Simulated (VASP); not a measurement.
**TiGe8Mo3: single point with PBE**

The system is TiGe8Mo3.

```xyz
12
Lattice="0.0000 0.0000 4.9038 4.3600 -4.4042 0.0000 4.3600 4.4042 0.0000" Properties=species:S:1:pos:R:3 pbc="T T T"
Ti    4.3600    4.4042    2.4519
Ge    7.3205    0.0000    0.0000
Ge    2.9563    0.0000    2.4519
Ge    3.6043   -2.2061    1.2196
Ge    3.6043    2.2061    3.6842
Ge    5.1157    2.2061    1.2196
Ge    5.1157   -2.2061    3.6842
Ge    1.3995    0.0000    0.0000
Ge    5.7637    0.0000    2.4519
Mo    4.3600    0.0000    0.0000
Mo    6.5400   -2.2021    1.3102
Mo    6.5400    2.2021    3.5937
```

```
Program                : VASP 6.6.1
Task                   : single point
Functional             : PBE
Potentials or basis    : VASP PAW PBE potentials, release 64 (Ti_sv, Ge_d, Mo_sv)
Cutoff                 : 520 eV
k mesh                 : 4 × 4 × 4
Occupations            : gaussian, width 0.2 eV
Spin                   : no spin polarisation
Dipole correction      : no
Further INCAR settings : ALGO = Normal; EDIFF = 1e-07; NBANDS = 95
```

The pressure is 0.2 GPa and the largest force is 0.050 eV/Å. The band gap on the k mesh is zero (bands 83 and 84 overlap by 0.33 eV).

Forces in eV/Å, atoms in the order of the input:
```
Ti   0.000  0.000  0.000
Ge   0.004  0.000  0.000
Ge  -0.018  0.000  0.000
Ge   0.015  0.000  0.002
Ge   0.015  0.000 -0.002
Ge  -0.015  0.000  0.002
Ge  -0.015  0.000 -0.002
Ge  -0.004  0.000  0.000
Ge   0.018  0.000  0.000
Mo   0.000  0.000  0.000
Mo   0.000  0.000 -0.050
Mo   0.000  0.000  0.050
```

Stress tensor (GPa, compression positive):
```
 0.30  0.00  0.00
 0.00  0.45  0.00
 0.00  0.00 -0.04
```

Levels at points of the mesh, in eV from the Fermi level:
| k point | band 81 | band 82 | band 83 | band 84 | band 85 | band 86 |
| --- | --- | --- | --- | --- | --- | --- |
| (0.00, 0.00, 0.00) | -1.61 | -0.52 | -0.36 | 0.64 | 0.94 | 0.94 |
| (0.50, 0.00, 0.00) | -0.50 | -0.48 | -0.43 | 0.05 | 0.28 | 0.45 |
| (0.00, 0.50, 0.00) | -1.62 | -1.54 | -0.70 | -0.03 | 0.88 | 1.10 |
| (0.50, 0.50, 0.00) | -0.42 | -0.31 | 0.11 | 0.27 | 0.35 | 0.82 |
| (0.00, 0.50, 0.50) | -0.51 | -0.41 | -0.31 | 0.01 | 1.49 | 1.70 |
| (0.50, 0.50, 0.50) | -0.29 | 0.03 | 0.07 | 0.12 | 0.49 | 0.91 |

Wall time 15 min on 1 thread of Intel Xeon 8259CL, with other jobs on the host, peak memory 0.46 GiB.
